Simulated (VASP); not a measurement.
A run of VASP 6.6.1 is set up as follows.

INCAR

```
ALGO = Normal
EDIFF = 1E-6
ENCUT = 520
GGA = PE
GGA_COMPAT = False
ISIF = 2
ISMEAR = 0
ISPIN = 2
LASPH = True
LCHARG = True
LELF = True
LORBIT = 11
LREAL = False
LVHAR = True
LWAVE = False
MAGMOM = 0 0 0 0 0 0 0 0 0 0 0 0 0 0 0
NBANDS = 46
NELM = 200
PREC = Accurate
SIGMA = 0.05
```

Contents of KPOINTS:

```
k-points
0
Gamma
  2 2 2
```

File POSCAR:

```
Al8N7
1.0
   -3.0810000000     -5.3364490000      0.0000000000
    4.6215000000     -2.6682240000      0.0000000000
    0.0000000000      0.0000000000      5.0310000000
Al N
8 7
Direct
    0.4978131888      0.3305949226      0.0031290002
    0.4998292704      0.6661718018      0.4977249056
    0.2458138603      0.8090969390      0.0059310276
    0.2489107585      0.1659558686      0.5069799245
    0.0141414065      0.3454650380      0.0062770821
   -0.0110524881      0.6743774282      0.5092788710
    0.7536864670      0.8379647311     -0.0177664480
    0.7500072177      0.1699301607      0.5001981713
    0.4980220821      0.3321053846      0.3812468694
    0.5039405912      0.6626279263      0.8746394355
    0.2445911677      0.8322339907      0.3883289604
    0.2497100804      0.1478023926      0.8854428543
    0.0000364608      0.3400184650      0.3902637647
   -0.2533795060      0.8385153613      1.3616935003
    0.7579293021      0.1804728291      0.8806324786
```

Potentials or basis: VASP PAW PBE potentials, release 64 (Al, N).

Command:

```bash
$ cat potpaw_PBE.64/Al/POTCAR potpaw_PBE.64/N/POTCAR > POTCAR
$ mpirun -np 1 vasp_std > vasp.out
```

Estimate the largest force.

0.026 eV/Å.

What does it give for the pressure?

4.2 GPa.

What does it give for the net moment?

0.00 μB per cell.

Stress tensor (GPa, compression positive):
```
 7.16  2.05 -1.83
 2.05  4.41 -0.99
-1.83 -0.99  0.95
```

Caveat: the k points lie up to 0.62 Å⁻¹ apart.
